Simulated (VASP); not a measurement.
# MgS (Fm-3m) in VASP: notebook, part 2 of 2

VASP 6.6.1. Earlier steps stand in the parts before.

## (3) Single point, PBEsol (volume scaled by 1.10)

INCAR reads:

```
PREC     = Accurate       # precision mode
ENCUT    = 520            # plane-wave cutoff, eV
EDIFF    = 1E-7           # SCF threshold, eV
ISMEAR   = 0              # smearing method
SIGMA    = 0.02           # smearing width, eV
LREAL    = F              # projectors in reciprocal space
LASPH    = T              # aspherical terms in the spheres
NELM     = 80             # most SCF steps
ALGO     = Normal         # electronic algorithm
ISIF     = 2              # what is computed and relaxed
LWAVE    = F              # write WAVECAR
LCHARG   = T              # write CHGCAR
GGA      = PS             # functional
LELF     = T              # ELF
LVHAR    = T            
NBANDS   = 11             # bands
```

KPOINTS reads:

```
Automatic mesh
0
Gamma
  8 8 8
```

POSCAR reads:

```
MgS
1.0
    0.0000000000      2.6746280441      2.6746280441
    2.6746280441      0.0000000000      2.6746280441
    2.6746280441      2.6746280441      0.0000000000
Mg S
1 1
Direct
    0.0000000000      0.0000000000      0.0000000000
    0.5000000000      0.5000000000      0.5000000000
```

Potentials or basis: VASP PAW PBE potentials, release 64 (Mg, S).

Launch:

```console
cat potpaw_PBE.64/Mg/POTCAR potpaw_PBE.64/S/POTCAR > POTCAR
mpirun -np 1 vasp_std > vasp.out
```

OUTCAR:

```text
PREC = Accurate
   ENCUT = 520
   EDIFF = 1E-7
   ISMEAR = 0
   LREAL = F
   LASPH = T
   NELM = 80
   ISIF = 2
   GGA = PS

 ion  position               nearest neighbor table
   1  0.000  0.000  0.000-   2 2.67   2 2.67   2 2.67   2 2.67   2 2.67   2 2.67
   2  0.500  0.500  0.500-   1 2.67   1 2.67   1 2.67   1 2.67   1 2.67   1 2.67

  LATTYP: Found a face centered cubic cell.
 ALAT       =     5.3492560882

  Lattice vectors:

 A1 = (   0.0000000000,   2.6746280441,   2.6746280441)
 A2 = (   2.6746280441,   0.0000000000,   2.6746280441)
 A3 = (   2.6746280441,   2.6746280441,   0.0000000000)

Analysis of symmetry for initial positions (statically):
=====================================================================
 Subroutine PRICEL returns:
 Original cell was already a primitive cell.

 Routine SETGRP: Setting up the symmetry group for a
 face centered cubic supercell.

 Subroutine GETGRP returns: Found 48 space group operations
 (whereof 48 operations were pure point group operations)
 out of a pool of 48 trial point group operations.

The static configuration has the point symmetry O_h .

Analysis of symmetry for dynamics (positions and initial velocities):
=====================================================================
 Subroutine PRICEL returns:
 Original cell was already a primitive cell.

 Routine SETGRP: Setting up the symmetry group for a
 face centered cubic supercell.

 Subroutine GETGRP returns: Found 48 space group operations
 (whereof 48 operations were pure point group operations)
 out of a pool of 48 trial point group operations.

The dynamic configuration has the point symmetry O_h .

 Subroutine INISYM returns: Found 48 space group operations
 (whereof 48 operations are pure point group operations),
 and found     1 'primitive' translations

----------------------------------------------------------------------------------------

[... 118 lines left out ...]
   LHFCALC =     F    Hartree Fock is set to
   AEXX    =    0.0000 exact exchange contribution
   IVDW    =     0    specifies the selected vdW correction
   LEPSILON=     F    determine dielectric tensor
   LRPA    =     F    only Hartree local field effects (RPA)
 non-spin polarized calculation
 Gauss-broadening in eV      SIGMA  =   0.02
  energy-cutoff  :      520.00
  volume of cell :       38.27
 maximum number of plane-waves:      1056
   NGX = 13   NGY = 13   NGZ = 13

 number of electron       8.0000001 magnetization

 Free energy of the ion-electron system (eV)
  ---------------------------------------------------
  ext. energy  EPLUGINS =         0.00000000
  ---------------------------------------------------
  free energy    TOTEN  =        -8.99943683 eV

  energy without entropy =       -8.99943683  energy(sigma->0) =       -8.99943683

 E-fermi :   3.1076     XC(G=0):  -9.4982

 val. band max:        2.9673890585   @ k =   0.0000   0.0000   0.0000
 cond. band min:       5.4959421945   @ k =   0.5000   0.5000   0.0000
 fundamental gap:      2.5285531360
 Fermi energy:         3.1076162457

 k-point     1 :       0.0000    0.0000    0.0000
  band No.  band energies     occupation
      1      -9.2675      2.00000
      2       2.9674      2.00000
      3       2.9674      2.00000
      4       2.9674      2.00000
      5       5.9482      0.00000
      6      10.8578      0.00000
      7      10.8578      0.00000
      8      10.8578      0.00000
      9      13.1761      0.00000
     10      13.1761      0.00000
     11      15.0574      0.00000
[... 309 lines left out ...]
 k-point    24 :      -0.3750    0.2500    0.1250
  band No.  band energies     occupation
      1      -7.9776      2.00000
      2      -1.0061      2.00000
      3       1.0277      2.00000
      4       1.9397      2.00000
      5       8.2565      0.00000
      6       8.7708      0.00000
      7      11.0443      0.00000
      8      11.8781      0.00000
      9      14.7581      0.00000
     10      15.5087      0.00000
     11      17.8788      0.00000

 [... further k-points ...]

------------------------ aborting loop because EDIFF is reached ----------------------------------------

  FORCE on cell =-STRESS in cart. coord.  units (eV):
  Direction    XX          YY          ZZ          XY          YZ          ZX
  --------------------------------------------------------------------------------------
  -------------------------------------------------------------------------------------
  Total       -1.5106523     -1.5106523     -1.5106523      0.0000000      0.0000000     -0.0000000
  in kB      -63.2491840    -63.2491840    -63.2491840      0.0000000      0.0000000     -0.0000000
  external PRESSURE =     -63.2491840 kB  Pullay stress =       0.0000000 kB

 VOLUME and BASIS-vectors are now :
 -----------------------------------------------------------------------------
  energy-cutoff  :      520.00
  volume of cell :       38.27
      direct lattice vectors                 reciprocal lattice vectors
     0.000000000  2.674628044  2.674628044    -0.186941882  0.186941882  0.186941882
     2.674628044  0.000000000  2.674628044     0.186941882 -0.186941882  0.186941882
     2.674628044  2.674628044  0.000000000     0.186941882  0.186941882 -0.186941882

 POSITION                                       TOTAL-FORCE (eV/Angst)
 -----------------------------------------------------------------------------------
      0.00000      0.00000      0.00000         0.000000      0.000000      0.000000
      2.67463      2.67463      2.67463        -0.000000     -0.000000     -0.000000
 -----------------------------------------------------------------------------------
    total drift:                                0.000000      0.000000      0.000000

  FREE ENERGIE OF THE ION-ELECTRON SYSTEM (eV)
  ---------------------------------------------------
  free  energy   TOTEN  =        -8.9994368308 eV

  energy  without entropy=       -8.9994368308  energy(sigma->0) =       -8.99943683
```

stdout:

```text
POSCAR found type information on POSCAR MgS
 POSCAR found :  2 types and       2 ions
 scaLAPACK will be used
 -----------------------------------------------------------------------------
|                                                                             |
|                                                                             |
|     You enforced a specific xc type in the INCAR file but a different       |
|     I HOPE YOU KNOW WHAT YOU ARE DOING!                                     |
|                                                                             |
 -----------------------------------------------------------------------------

 LDA part: xc-table for (Slater+PW92), standard interpolation
 POSCAR, INCAR and KPOINTS ok, starting setup
 FFT: planning ... GRIDC
 FFT: planning ... GRID_SOFT
 FFT: planning ... GRID
 WAVECAR not read
 entering main loop
```

Run time: 8.7 s. Hardware: 1 thread of Intel Xeon Platinum 8488C (Sapphire Rapids), shared host; peak memory 0.16 GiB.

What came out:

| Item | Value |
| --- | --- |
| Free energy | -8.9994 eV |
| Pressure | -6.3 GPa |
| Band gap on the k mesh | 2.53 eV, indirect (least direct gap 2.98 eV) |

Caveat: the PAW data sets were made with another functional, which shifts forces and pressure a little.
